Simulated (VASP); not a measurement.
# Al (Fm-3m) in VASP: notebook

Al is run at these levels: PBE; tasks: single point, relaxation of volume and atoms at fixed shape.

Program: VASP 6.6.1. These are calculated values, not measurements. Logs are shortened: lines on timing, memory, paths and dates and some standing lists are left out, and cuts for length are marked.

**1. The cell of the first run**

It takes space group Fm-3m (No. 225, cubic). The conventional cell has a = 4.048 Å, b = 4.048 Å, c = 4.048 Å, α = 90.00°, β = 90.00°, γ = 90.00°. Al (site symmetry m-3m) has 12 Al at 2.86 Å within 3.8 Å.

**2. Single point, PBE**

Contents of INCAR:

```
SYSTEM = Al
ALGO = Normal ; EDIFF = 1E-6
ENCUT = 500 ; GGA = PE
GGA_COMPAT = .False. ; ISIF = 2
ISMEAR = 0 ; LASPH = .True.
LCHARG = .False. ; LREAL = .False.
LWAVE = .False. ; NBANDS = 14
NELM = 120 ; PREC = Accurate
SIGMA = 0.05
```

Contents of KPOINTS:

```
k-points
0
Gamma
  6 6 6
  0 0 0
```

Contents of POSCAR:

```
Al
1.0
    4.0483928782      0.0000000000      0.0000000000
    0.0000000000      4.0483928782      0.0000000000
    0.0000000000      0.0000000000      4.0483928782
Al
4
Direct
    0.0000000000      0.0000000000      0.0000000000
    0.0000000000      0.5000000000      0.5000000000
    0.5000000000      0.0000000000      0.5000000000
    0.5000000000      0.5000000000      0.0000000000
```

Potentials or basis: VASP PAW PBE potentials, release 64 (Al).

Run with:

```sh
$ cat potpaw_PBE.64/Al/POTCAR > POTCAR
$ mpirun -np 1 vasp_std > vasp.out
```

OUTCAR:

```text
SYSTEM = Al
   EDIFF = 1E-6
   ENCUT = 500
   GGA = PE
   ISIF = 2
   ISMEAR = 0
   LASPH = .True.
   LREAL = .False.
   NELM = 120
   PREC = Accurate

 ion  position               nearest neighbor table
   1  0.000  0.000  0.000-   2 2.86   3 2.86   4 2.86   2 2.86   3 2.86   2 2.86   4 2.86   2 2.86
                             3 2.86   4 2.86   3 2.86   4 2.86
   2  0.000  0.500  0.500-   1 2.86   3 2.86   4 2.86   1 2.86   4 2.86   1 2.86   3 2.86   1 2.86
                             3 2.86   4 2.86   4 2.86   3 2.86
   3  0.500  0.000  0.500-   1 2.86   2 2.86   4 2.86   1 2.86   4 2.86   2 2.86   4 2.86   4 2.86
                             1 2.86   2 2.86   1 2.86   2 2.86
   4  0.500  0.500  0.000-   1 2.86   2 2.86   3 2.86   2 2.86   3 2.86   1 2.86   3 2.86   3 2.86
                             1 2.86   2 2.86   2 2.86   1 2.86

  LATTYP: Found a simple cubic cell.
 ALAT       =     4.0483928782

  Lattice vectors:

 A1 = (   4.0483928782,   0.0000000000,   0.0000000000)
 A2 = (   0.0000000000,   4.0483928782,   0.0000000000)
 A3 = (   0.0000000000,   0.0000000000,   4.0483928782)

Analysis of symmetry for initial positions (statically):
=====================================================================
 Subroutine PRICEL returns following result:

  LATTYP: Found a face centered cubic cell.
 ALAT       =     4.0483928782

  Lattice vectors:

 A1 = (   2.0241964391,  -2.0241964391,   0.0000000000)
 A2 = (   2.0241964391,   0.0000000000,   2.0241964391)
 A3 = (   0.0000000000,  -2.0241964391,   2.0241964391)

   4 primitive cells build up your supercell.

 Routine SETGRP: Setting up the symmetry group for a
 simple cubic supercell.

 Subroutine GETGRP returns: Found 48 space group operations
 (whereof 48 operations were pure point group operations)
 out of a pool of 48 trial point group operations.

The static configuration has the point symmetry O_h .

Analysis of symmetry for dynamics (positions and initial velocities):
=====================================================================
 Subroutine PRICEL returns following result:

  LATTYP: Found a face centered cubic cell.
 ALAT       =     4.0483928782

  Lattice vectors:

 A1 = (   2.0241964391,  -2.0241964391,   0.0000000000)
 A2 = (   2.0241964391,   0.0000000000,   2.0241964391)
 A3 = (   0.0000000000,  -2.0241964391,   2.0241964391)

   4 primitive cells build up your supercell.

 Routine SETGRP: Setting up the symmetry group for a
 simple cubic supercell.

 Subroutine GETGRP returns: Found 48 space group operations
 (whereof 48 operations were pure point group operations)
[... 109 lines left out ...]
   EFERMI =   0.00;   METHOD = LEGACY
   ISMEAR =     0;   SIGMA  =   0.05  broadening in eV -4-tet -1-fermi 0-gaus
   EFERMI_NEDOS =   21; number of points for ismear=-14 and -15
   IALGO  =     38    algorithm
   IMIX   =      4    mixing-type and parameters
     AMIX     =   0.40;   BMIX     =  1.00
     AMIX_MAG =   1.60;   BMIX_MAG =  1.00
  volume/ion in A,a.u.               =      16.59       111.94
  Fermi-wavevector in a.u.,A,eV,Ry     =   0.925804  1.749517 11.661742  0.857114
  Thomas-Fermi vector in A             =   2.051698
   LORBIT       =      0    0 simple, 1 ext, 2 COOP (PROOUT), +10 PAW based schemes
   GGA     = PE    functional components
   LHFCALC =     F    Hartree Fock is set to
   AEXX    =    0.0000 exact exchange contribution
   IVDW    =     0    specifies the selected vdW correction
   LEPSILON=     F    determine dielectric tensor
   LRPA    =     F    only Hartree local field effects (RPA)
 non-spin polarized calculation
 Gauss-broadening in eV      SIGMA  =   0.05
  energy-cutoff  :      500.00
  volume of cell :       66.35
 maximum number of plane-waves:      1743
 NGX is ok and might be reduce to    30
   NGX = 15   NGY = 15   NGZ = 15

 number of electron      12.0000000 magnetization

 Free energy of the ion-electron system (eV)
  ---------------------------------------------------
  ext. energy  EPLUGINS =         0.00000000
  ---------------------------------------------------
  free energy    TOTEN  =       -15.06715774 eV

  energy without entropy =      -15.06176210  energy(sigma->0) =      -15.06445992

 E-fermi :   7.7305     XC(G=0): -10.1770

 val. band max:        7.7082125939   @ k =   0.3333   0.3333   0.1667
 cond. band min:       8.0287647134   @ k =   0.5000   0.3333   0.0000
 fundamental gap:      0.3205521195
 Fermi energy:         7.7304552954

 k-point     1 :       0.0000    0.0000    0.0000
  band No.  band energies     occupation
      1      -3.1526      2.00000
      2       5.0342      2.00000
      3       5.0342      2.00000
      4       5.0342      2.00000
      5       6.3455      2.00000
      6       6.3455      2.00000
      7       6.3455      2.00000
      8      13.2013      0.00000
      9      13.2013      0.00000
     10      13.2013      0.00000
     11      13.5154      0.00000
     12      13.5154      0.00000
     13      13.5154      0.00000
     14      13.5154      0.00000
[... 309 lines left out ...]
      1       3.3732      2.00000
      2       3.3732      2.00000
      3       3.3732      2.00000
      4       3.3732      2.00000
      5       3.5729      2.00000
      6       3.5729      2.00000
      7       3.5729      2.00000
      8       3.5729      2.00000
      9      19.3001      0.00000
     10      19.3018      0.00000
     11      19.3039      0.00000
     12      19.3093      0.00000
     13      19.3507      0.00000
     14      19.3744      0.00000

------------------------ aborting loop because EDIFF is reached ----------------------------------------

  FORCE on cell =-STRESS in cart. coord.  units (eV):
  Direction    XX          YY          ZZ          XY          YZ          ZX
  --------------------------------------------------------------------------------------
  -------------------------------------------------------------------------------------
  Total       -0.0130013     -0.0130013     -0.0130013      0.0000000     -0.0000000      0.0000000
  in kB       -0.3139412     -0.3139412     -0.3139412      0.0000000     -0.0000000      0.0000000
  external PRESSURE =      -0.3139412 kB  Pullay stress =       0.0000000 kB

 VOLUME and BASIS-vectors are now :
 -----------------------------------------------------------------------------
  energy-cutoff  :      500.00
  volume of cell :       66.35
      direct lattice vectors                 reciprocal lattice vectors
     4.048392878  0.000000000  0.000000000     0.247011599  0.000000000  0.000000000
     0.000000000  4.048392878  0.000000000     0.000000000  0.247011599  0.000000000
     0.000000000  0.000000000  4.048392878     0.000000000  0.000000000  0.247011599

 POSITION                                       TOTAL-FORCE (eV/Angst)
 -----------------------------------------------------------------------------------
      0.00000      0.00000      0.00000        -0.000000      0.000000      0.000000
      0.00000      2.02420      2.02420        -0.000000     -0.000000      0.000000
      2.02420      0.00000      2.02420         0.000000      0.000000     -0.000000
      2.02420      2.02420      0.00000         0.000000     -0.000000     -0.000000
 -----------------------------------------------------------------------------------
    total drift:                               -0.000000     -0.000000      0.000000

  FREE ENERGIE OF THE ION-ELECTRON SYSTEM (eV)
  ---------------------------------------------------
  free  energy   TOTEN  =       -15.0671577389 eV

  energy  without entropy=      -15.0617621012  energy(sigma->0) =      -15.06445992
```

It took 20 s on 1 thread of Intel Xeon 8259CL, shared host; peak memory 0.16 GiB.

What came out:

```
Free energy            : -15.0672 eV
Pressure               : 0.0 GPa
Band gap on the k mesh : zero (band 6 reaches 9.18 eV, above the bottom of band 7 at 3.57 eV)
```

**3. Relaxation of volume and atoms at fixed shape, PBE**

Contents of INCAR:

```
  PREC = Accurate
  ENCUT = 500
  EDIFF = 1E-7
  ISMEAR = 0
  SIGMA = 0.05
  LREAL = F
  LASPH = T
  NELM = 120
  ALGO = Normal
  ISIF = 8
  LWAVE = F
  LCHARG = F
  GGA = PE
  IBRION = 2
  NSW = 80
  EDIFFG = -0.03
  GGA_COMPAT = F
  NELMIN = 4
```

Contents of KPOINTS:

```
Automatic mesh
0
Gamma
  6 6 6
```

Contents of POSCAR:

```
Al
1.0
    4.0500000000      0.0000000000      0.0000000000
    0.0000000000      4.0500000000      0.0000000000
    0.0000000000      0.0000000000      4.0500000000
Al
4
Direct
    0.0000000000      0.0000000000      0.0000000000
    0.0000000000      0.5000000000      0.5000000000
    0.5000000000      0.0000000000      0.5000000000
    0.5000000000      0.5000000000      0.0000000000
```

Potentials or basis: VASP PAW PBE potentials, release 64 (Al).

Run with:

```sh
$ cat potpaw_PBE.64/Al/POTCAR > POTCAR
$ mpirun -np 1 vasp_std > vasp.out
```

Wall time 18 s (1 thread of Intel Xeon 8259CL, shared host); peak memory 0.16 GiB.

It converged, with:

- Free energy: -15.0671 eV
- Pressure after relaxing: -0.1 GPa
- Band gap on the k mesh: zero (band 6 reaches 9.17 eV, above the bottom of band 7 at 3.56 eV)

Final structure:
```yaml
crystal:
  lattice:
    - [4.05000, 0.00000, 0.00000]
    - [0.00000, 4.05000, 0.00000]
    - [0.00000, 0.00000, 4.05000]
  atoms:
    - { symbol: Al, position: [0.00000, 0.00000, 0.00000] }
    - { symbol: Al, position: [0.00000, 0.50000, 0.50000] }
    - { symbol: Al, position: [0.50000, 0.00000, 0.50000] }
    - { symbol: Al, position: [0.50000, 0.50000, 0.00000] }
```

Levels at points of the mesh, in eV from the Fermi level:
```
           k point  band 4  band 5  band 6  band 7  band 8  band 9
(0.00, 0.00, 0.00)   -2.69   -1.38   -1.38   -1.38    5.47    5.47
(0.50, 0.00, 0.00)   -0.62   -0.62   -0.62    0.40    0.40    1.29
(0.50, 0.50, 0.00)   -6.43    1.45    1.45    1.45    1.45    2.95
(0.50, 0.50, 0.50)   -4.35   -4.16   -4.16   -4.16   -4.16   11.56
```

Caveat: the relaxation stopped at its first step, so nothing moved.
